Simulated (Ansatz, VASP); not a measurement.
**TiC in VASP and in Ansatz**

POSCAR

```
TiC
1.0
    0.0000000000      2.1657188437      2.1657188437
    2.1657188437      0.0000000000      2.1657188437
    2.1657188437      2.1657188437      0.0000000000
Ti C
1 1
Direct
    0.0000000000      0.0000000000      0.0000000000
    0.5000000000      0.5000000000      0.5000000000
```

File INCAR.step1:

```
SYSTEM = TiC
ALGO = Normal
EDIFF = 1E-4
ENCUT = 520
GGA = PE
ISMEAR = -1
LASPH = .TRUE.
LCHARG = .FALSE.
LREAL = .FALSE.
LWAVE = .TRUE.
NBANDS = 15
NELM = 60
PREC = Accurate
SIGMA = 0.05
```

The input INCAR.step2:

```
SYSTEM = TiC
ALGO = Normal
EDIFF = 1E-7
ENCUT = 520
ISIF = 2
ISMEAR = -1
ISTART = 1
LASPH = .TRUE.
LCHARG = .TRUE.
LELF = .TRUE.
LMIXTAU = .TRUE.
LREAL = .FALSE.
LVHAR = .TRUE.
LWAVE = .FALSE.
METAGGA = R2SCAN
NBANDS = 15
NELM = 60
PREC = Accurate
SIGMA = 0.05
```

File KPOINTS:

```
k-points
0
G
  11 11 11
  0 0 0
```

Contents of input.yaml:

```yaml
crystal:
  lattice:
    - [0.0, 2.1657188437, 2.1657188437]
    - [2.1657188437, 0.0, 2.1657188437]
    - [2.1657188437, 2.1657188437, 0.0]
  atoms:
    - { symbol: Ti, position: [0.0, 0.0, 0.0] }
    - { symbol: C, position: [0.5, 0.5, 0.5] }
hamiltonian:
  xc: r2scan
  pseudopotentials: { kind: paw }
kpoints:
  mp_grid: { grid: [11, 11, 11] }
scf:
  occupations: { method: fermi_dirac, width: 0.05 }
output:
  forces: true
  stress: true
  eigenvalues: true
```

Alike in both runs: task single point; functional r2SCAN; k mesh 11 × 11 × 11; occupations fermi-dirac, width 0.05 eV; no spin polarisation.

|  | VASP | Ansatz |
| --- | --- | --- |
| version | VASP 6.6.1 | Ansatz 0.2.0 |
| potentials or method | VASP PAW PBE potentials, release 64 (Ti_sv, C) | Ansatz PAW |
| plane-wave cutoff (eV) | 520 | 500 |
| valence electrons in the cell | 16 | 16 |

VASP gave:

| Item | Value |
| --- | --- |
| gap on the k mesh at the Fermi level (eV) | none |
| pressure (GPa) | 0.3 |

Question: Estimate Ansatz's values.

Answer: gap on the k mesh at the Fermi level (eV): none; pressure (GPa): -0.7.

VASP's potentials were made for PBE, not for r2SCAN. A gap of «none» marks a metal or a gap that the smearing closes.
